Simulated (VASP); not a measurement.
Si3Ge3N8, 14 atoms in the cell. The structure is monoclinic, space group Pm (No. 6). Conventional cell: a = 7.877 Å, b = 3.019 Å, c = 7.905 Å, α = 90.00°, β = 119.85°, γ = 90.00°. Si (site symmetry m) has 4 N at 1.76 to 1.79 Å within 2.3 Å. Si (site symmetry m) has 4 N at 1.76 to 1.78 Å within 2.3 Å. Si (site symmetry m) has 4 N at 1.74 to 1.79 Å within 2.3 Å. Within 2.4 Å of Ge (site symmetry m) lie 4 N at 1.82 to 1.87 Å. Ge (site symmetry m) has 4 N at 1.83 to 1.84 Å within 2.4 Å. Within 2.4 Å of Ge (site symmetry m) lie 4 N at 1.81 to 1.84 Å. N (site symmetry m) has 1 Si at 1.76 Å and 2 Ge at 1.84 Å within 2.3 Å. N (site symmetry m) has 2 Si at 1.75 to 1.76 Å and 1 Ge at 1.84 Å within 2.3 Å. 

```yaml
Program: VASP 6.6.1
Task: single point
Functional: PBE
Potentials_or_basis: VASP PAW PBE potentials, release 64 (Si, Ge_d, N)
Cutoff: 520 eV
k_mesh: 4 × 8 × 4
Occupations: fermi-dirac, width 0.02 eV
Spin: no spin polarisation
Dipole_correction: no
Further_INCAR_settings: ALGO = Normal; EDIFF = 1e-06; NBANDS = 60
```

Potentials or basis: VASP PAW PBE potentials, release 64 (Si, Ge_d, N).

Launch:

```bash
$ cat potpaw_PBE.64/Si/POTCAR potpaw_PBE.64/Ge_d/POTCAR potpaw_PBE.64/N/POTCAR > POTCAR
$ mpirun -np 1 vasp_std > vasp.out
```

Hardware: 1 thread of AMD EPYC 7R43 64-Core Processor (Zen 3) (shared host).

Q: Estimate the wall time of this run.

A: Run time: 17 min on 1 thread of AMD EPYC 7R43 64-Core Processor (Zen 3) (shared host), peak memory 0.46 GiB. Counts: scf iterations 16, k points 50.
